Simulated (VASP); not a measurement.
The system is BAs.

```
As B
1.0
     0.00000    2.35622    2.35622
     2.35622    0.00000    2.35622
     2.35622    2.35622    0.00000
As B
1 1
Cartesian
  3.5343 3.5343 3.5343
  0.0000 0.0000 0.0000
```

Base run:

- Program: VASP 6.6.1
- Functional: RPBE
- Dispersion: D4
- Potentials or basis: VASP PAW PBE potentials, release 64 (As, B)
- Cutoff: 520 eV
- k mesh: 10 × 10 × 10
- Occupations: fermi-dirac, width 0.05 eV
- Spin: no spin polarisation

Its results: band gap on the k mesh 1.16 eV, indirect (least direct gap 3.33 eV); pressure 1.6 GPa.

Problem. The run is repeated on the same cell with these changes: functional from RPBE to BLYP. What comes out?

Solution. Band gap on the k mesh 1.37 eV, indirect (least direct gap 3.43 eV); pressure 5.7 GPa.

Caveats: the PAW data sets were made with another functional, which shifts forces and pressure a little.

A k mesh can miss the band edges.
